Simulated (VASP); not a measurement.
# AgCl (R-3m) in VASP: single point with PBE

Aim: the single point of AgCl with PBE.

Program: VASP 6.6.1. These are calculated values, not measurements. Logs are shortened: lines on timing, memory, paths and dates and some standing lists are left out, and cuts for length are marked.

### 1 The cell of the first run

The structure is trigonal, space group R-3m (No. 166). The conventional cell has a = 4.802 Å, b = 4.802 Å, c = 6.144 Å, α = 90.00°, β = 90.00°, γ = 120.00°. Ag (site symmetry -3m) has 8 Cl at 2.96 to 3.07 Å and 6 Ag at 3.45 Å within 3.9 Å. Within 3.9 Å of Cl (site symmetry -3m) lie 8 Ag at 2.96 to 3.07 Å and 6 Cl at 3.45 Å.

### 2 Single point, PBE (strain along [111] +4.5%)

Input file INCAR:

```
SYSTEM = AgCl
PREC     = Accurate       ! precision mode
ENCUT    = 630            ! plane-wave cutoff, eV
EDIFF    = 1E-6           ! SCF threshold, eV
ISMEAR   = -1             ! smearing method
SIGMA    = 0.02           ! smearing width, eV
LREAL    = .False.        ! projectors in reciprocal space
LASPH    = .True.         ! aspherical terms in the spheres
NELM     = 120            ! most SCF steps
ALGO     = Normal         ! electronic algorithm
ISIF     = 2              ! what is computed and relaxed
LWAVE    = .False.        ! write WAVECAR
LCHARG   = .True.         ! write CHGCAR
GGA      = PE             ! functional
LELF     = .True.         ! ELF
LVHAR    = .True.       
NBANDS   = 20             ! bands
GGA_COMPAT= .False.
```

Input file KPOINTS:

```
Automatic mesh
0
Gamma
  8 8 8
  0 0 0
```

Input file POSCAR:

```
AgCl
1.0
    3.4461823000      0.0505942618      0.0505942618
    0.0505942618      3.4461823000      0.0505942618
    0.0505942618      0.0505942618      3.4461823000
Ag Cl
1 1
Direct
    0.0000000000      0.0000000000      0.0000000000
    0.5000000000      0.5000000000      0.5000000000
```

Potentials or basis: VASP PAW PBE potentials, release 64 (Ag_sv_GW, Cl).

Command:

```bash
$ cat potpaw_PBE.64/Ag_sv_GW/POTCAR potpaw_PBE.64/Cl/POTCAR > POTCAR
$ mpirun -np 1 vasp_std > vasp.out
```

OUTCAR:

```text
SYSTEM = AgCl
   PREC = Accurate
   ENCUT = 630
   EDIFF = 1E-6
   ISMEAR = -1
   LREAL = .False.
   LASPH = .True.
   NELM = 120
   ISIF = 2
   GGA = PE

 ion  position               nearest neighbor table
   1  0.000  0.000  0.000-
   2  0.500  0.500  0.500-

  LATTYP: Found a trigonal (rhomboedric) cell.
 ALAT       =     3.4469250069
 COS(alpha) =     0.0295652929

  Lattice vectors:

 A1 = (   3.4461823000,   0.0505942618,   0.0505942618)
 A2 = (   0.0505942618,   3.4461823000,   0.0505942618)
 A3 = (   0.0505942618,   0.0505942618,   3.4461823000)

Analysis of symmetry for initial positions (statically):
=====================================================================
 Subroutine PRICEL returns:
 Original cell was already a primitive cell.

 Routine SETGRP: Setting up the symmetry group for a
 trigonal (rhombohedral) supercell.

 Subroutine GETGRP returns: Found 12 space group operations
 (whereof 12 operations were pure point group operations)
 out of a pool of 12 trial point group operations.

The static configuration has the point symmetry D_3d.

Analysis of symmetry for dynamics (positions and initial velocities):
=====================================================================
 Subroutine PRICEL returns:
 Original cell was already a primitive cell.

 Routine SETGRP: Setting up the symmetry group for a
 trigonal (rhombohedral) supercell.

 Subroutine GETGRP returns: Found 12 space group operations
 (whereof 12 operations were pure point group operations)
 out of a pool of 12 trial point group operations.

The dynamic configuration has the point symmetry D_3d.

 Subroutine INISYM returns: Found 12 space group operations
 (whereof 12 operations are pure point group operations),
 and found     1 'primitive' translations

----------------------------------------------------------------------------------------

                                     Primitive cell

  volume of cell :      40.9012

  direct lattice vectors                    reciprocal lattice vectors
     3.446182300  0.050594262  0.050594262     0.290299507 -0.004200294 -0.004200294
     0.050594262  3.446182300  0.050594262    -0.004200294  0.290299507 -0.004200294
     0.050594262  0.050594262  3.446182300    -0.004200294 -0.004200294  0.290299507

  length of vectors
     3.446925007  3.446925007  3.446925007     0.290360274  0.290360274  0.290360274

  position of ions in fractional coordinates (direct lattice)
     0.000000000  0.000000000  0.000000000
     0.500000000  0.500000000  0.500000000

  ion indices of the primitive-cell ions
   primitive index   ion index
                 1           1
                 2           2

----------------------------------------------------------------------------------------

 KPOINTS: Automatic mesh

Automatic generation of k-mesh.
 Grid dimensions read from file:
 generate k-points for:    8    8    8

 Generating k-lattice:

  Cartesian coordinates                     Fractional coordinates (reciprocal lattice)
     0.036287438 -0.000525037 -0.000525037     0.125000000 -0.000000000  0.000000000
    -0.000525037  0.036287438 -0.000525037    -0.000000000  0.125000000  0.000000000
    -0.000525037 -0.000525037  0.036287438     0.000000000  0.000000000  0.125000000

  Length of vectors
     0.036295034  0.036295034  0.036295034

  Shift w.r.t. Gamma in fractional coordinates (k-lattice)
     0.000000000  0.000000000  0.000000000

 Subroutine IBZKPT returns following result:
 ===========================================

 Found     65 irreducible k-points:

 Following reciprocal coordinates:
            Coordinates               Weight
  0.000000  0.000000  0.000000      1.000000
  0.125000 -0.000000  0.000000      6.000000
  0.250000 -0.000000  0.000000      6.000000
  0.375000 -0.000000 -0.000000      6.000000
  0.500000 -0.000000  0.000000      3.000000
  0.125000  0.125000  0.000000      6.000000
[... 16 lines left out ...]
  0.250000  0.125000  0.125000      6.000000
  0.375000  0.125000  0.125000      6.000000
 [... further k-points ...]
   k-points           NKPTS =     65   k-points in BZ     NKDIM =     65   number of bands    NBANDS=     20
   number of dos      NEDOS =    301   number of ions     NIONS =      2
   total plane-waves  NPLWV =  21952
   dimension x,y,z NGX =    28 NGY =   28 NGZ =   28
   dimension x,y,z NGXF=    56 NGYF=   56 NGZF=   56
   ions per type =               1   1
   NGX,Y,Z   is equivalent  to a cutoff of  13.50, 13.50, 13.50 a.u.
   NGXF,Y,Z  is equivalent  to a cutoff of  27.01, 27.01, 27.01 a.u.
 SYSTEM =  AgCl
   PREC   = accura    normal or accurate (medium, high low for compatibility)
   ISTART =      0    job   : 0-new  1-cont  2-samecut
   ICHARG =      2    charge: 1-file 2-atom 10-const
   ISPIN  =      1    spin polarized calculation?
   LNONCOLLINEAR =      F non collinear calculations
   LSORBIT =      F    spin-orbit coupling
   LASPH  =      T    aspherical Exc in radial PAW
   ENCUT  =  630.0 eV  46.30 Ry    6.80 a.u.   7.05  7.05  7.05*2*pi/ulx,y,z
   NELM   =    120;   NELMIN=  2; NELMDL= -5     # of ELM steps
   EDIFF  = 0.1E-05   stopping-criterion for ELM
   LREAL  =      F    real-space projection
   EDIFFG = 0.1E-04   stopping-criterion for IOM
   NSW    =      0    number of steps for IOM
   IBRION =     -1    ionic relax: 0-MD 1-quasi-New 2-CG
   NFREE  =      0    steps in history (QN), initial steepest desc. (CG)
   ISIF   =      2    stress and relaxation
   ISYM   =      2    0-nonsym 1-usesym 2-fastsym
   POTIM  = 0.5000    time-step for ionic-motion
   TEBEG  =    0.0;   TEEND  =   0.0 temperature during run
   PSTRESS=    0.0 pullay stress
   NELECT =      26.0000    total number of electrons
   NUPDOWN=      -1.0000    fix difference up-down
   EMIN   =  10.00;   EMAX   =-10.00  energy-range for DOS
   EFERMI =   0.00;   METHOD = LEGACY
   ISMEAR =    -1;   SIGMA  =   0.02  broadening in eV -4-tet -1-fermi 0-gaus
   EFERMI_NEDOS =   21; number of points for ismear=-14 and -15
   IALGO  =     38    algorithm
   IMIX   =      4    mixing-type and parameters
     AMIX     =   0.40;   BMIX     =  1.00
     AMIX_MAG =   1.60;   BMIX_MAG =  1.00
  volume/ion in A,a.u.               =      20.45       138.01
  Fermi-wavevector in a.u.,A,eV,Ry     =   1.407625  2.660026 26.958709  1.981409
  Thomas-Fermi vector in A             =   2.529866
   LORBIT       =      0    0 simple, 1 ext, 2 COOP (PROOUT), +10 PAW based schemes
   GGA     = PE    functional components
   LHFCALC =     F    Hartree Fock is set to
   AEXX    =    0.0000 exact exchange contribution
   IVDW    =     0    specifies the selected vdW correction
   LEPSILON=     F    determine dielectric tensor
   LRPA    =     F    only Hartree local field effects (RPA)
 non-spin polarized calculation
  energy-cutoff  :      630.00
  volume of cell :       40.90
 maximum number of plane-waves:      1484
   NGX = 15   NGY = 15   NGZ = 15

 number of electron      26.0000010 magnetization

 Free energy of the ion-electron system (eV)
  ---------------------------------------------------
  ext. energy  EPLUGINS =         0.00000000
  ---------------------------------------------------
  free energy    TOTEN  =        -3.06508161 eV

  energy without entropy =       -3.06508160  energy(sigma->0) =       -3.06508160

 E-fermi :   3.6205     XC(G=0): -10.4555

 val. band max:        3.3578849430   @ k =   0.5000  -0.0000   0.0000
 cond. band min:       3.8595470946   @ k =   0.0000   0.0000   0.0000
 fundamental gap:      0.5016621515
 Fermi energy:         3.6205409286

 k-point     1 :       0.0000    0.0000    0.0000
  band No.  band energies     occupation
      1     -86.2946      2.00000
      2     -49.8170      2.00000
      3     -49.8123      2.00000
      4     -49.8123      2.00000
      5     -11.2370      2.00000
      6       0.6043      2.00000
[... 12 lines left out ...]
     19      17.0422      0.00000
     20      19.5979      0.00000

 k-point     2 :       0.1250   -0.0000    0.0000
  band No.  band energies     occupation
      1     -86.2945      2.00000
      2     -49.8175      2.00000
      3     -49.8131      2.00000
      4     -49.8122      2.00000
      5     -11.1762      2.00000
      6       0.3932      2.00000
[... 12 lines left out ...]
     19      16.6089      0.00000
     20      19.5294      0.00000

 k-point     3 :       0.2500   -0.0000    0.0000
  band No.  band energies     occupation
      1     -86.2944      2.00000
      2     -49.8196      2.00000
      3     -49.8139      2.00000
      4     -49.8120      2.00000
      5     -11.0224      2.00000
      6      -0.5183      2.00000
[... 12 lines left out ...]
     19      17.0535      0.00000
     20      19.3726      0.00000

 k-point     4 :       0.3750   -0.0000   -0.0000
  band No.  band energies     occupation
      1     -86.2943      2.00000
      2     -49.8224      2.00000
      3     -49.8142      2.00000
      4     -49.8118      2.00000
      5     -10.8570      2.00000
      6      -1.3406      2.00000
[... 12 lines left out ...]
     19      19.1359      0.00000
     20      19.2303      0.00000

 k-point     5 :       0.5000   -0.0000    0.0000
  band No.  band energies     occupation
      1     -86.2943      2.00000
      2     -49.8236      2.00000
      3     -49.8142      2.00000
      4     -49.8117      2.00000
      5     -10.7846      2.00000
      6      -1.6495      2.00000
[... 12 lines left out ...]
     19      18.9776      0.00000
     20      19.1651      0.00000
[... 353 lines left out ...]
      6      -0.2587      2.00000
[... 12 lines left out ...]
     19      17.0943      0.00000
     20      18.4735      0.00000

 k-point    22 :       0.1250    0.1250    0.1250
  band No.  band energies     occupation
      1     -86.2944      2.00000
      2     -49.8182      2.00000
      3     -49.8134      2.00000
      4     -49.8134      2.00000
      5     -11.0694      2.00000
      6       0.4855      2.00000
[... 12 lines left out ...]
     19      15.6383      0.00000
     20      20.3773      0.00000

 k-point    23 :       0.2500    0.1250    0.1250
  band No.  band energies     occupation
      1     -86.2943      2.00000
      2     -49.8198      2.00000
      3     -49.8148      2.00000
      4     -49.8132      2.00000
      5     -10.9295      2.00000
      6      -0.3077      2.00000
[... 12 lines left out ...]
     19      16.5390      0.00000
     20      19.5826      0.00000

 k-point    24 :       0.3750    0.1250    0.1250
  band No.  band energies     occupation
      1     -86.2942      2.00000
      2     -49.8224      2.00000
      3     -49.8152      2.00000
      4     -49.8130      2.00000
      5     -10.7755      2.00000
      6      -1.0679      2.00000
[... 12 lines left out ...]
     19      17.6441      0.00000
     20      19.8069      0.00000

 [... further k-points ...]

------------------------ aborting loop because EDIFF is reached ----------------------------------------

  FORCE on cell =-STRESS in cart. coord.  units (eV):
  Direction    XX          YY          ZZ          XY          YZ          ZX
  --------------------------------------------------------------------------------------
  -------------------------------------------------------------------------------------
  Total       -0.1745136     -0.1745136     -0.1745136      0.0908722      0.0908722      0.0908722
  in kB       -6.8360191     -6.8360191     -6.8360191      3.5596303      3.5596303      3.5596303
  external PRESSURE =      -6.8360191 kB  Pullay stress =       0.0000000 kB

 VOLUME and BASIS-vectors are now :
 -----------------------------------------------------------------------------
  energy-cutoff  :      630.00
  volume of cell :       40.90
      direct lattice vectors                 reciprocal lattice vectors
     3.446182300  0.050594262  0.050594262     0.290299507 -0.004200294 -0.004200294
     0.050594262  3.446182300  0.050594262    -0.004200294  0.290299507 -0.004200294
     0.050594262  0.050594262  3.446182300    -0.004200294 -0.004200294  0.290299507

 POSITION                                       TOTAL-FORCE (eV/Angst)
 -----------------------------------------------------------------------------------
      0.00000      0.00000      0.00000         0.000000     -0.000000      0.000000
      1.77369      1.77369      1.77369        -0.000000      0.000000      0.000000
 -----------------------------------------------------------------------------------
    total drift:                               -0.000000      0.000000      0.000000

  FREE ENERGIE OF THE ION-ELECTRON SYSTEM (eV)
  ---------------------------------------------------
  free  energy   TOTEN  =        -3.0650816100 eV

  energy  without entropy=       -3.0650815962  energy(sigma->0) =       -3.06508160
```

Run time: 30 s. Hardware: 1 thread of Intel Xeon Platinum 8488C (Sapphire Rapids), shared host; peak memory 0.22 GiB.

Results:

```
Free energy            : -3.0651 eV
Pressure               : -0.7 GPa
Band gap on the k mesh : 0.50 eV (least direct gap 1.94 eV)
```

Caveat: the cell differs from its parent crystal (strain along [111] +4.5%); the structure was generated, so it needn't be the stable form of AgCl; semilocal functionals underestimate gaps, and a narrow one can read as zero. A k mesh can miss the band edges.
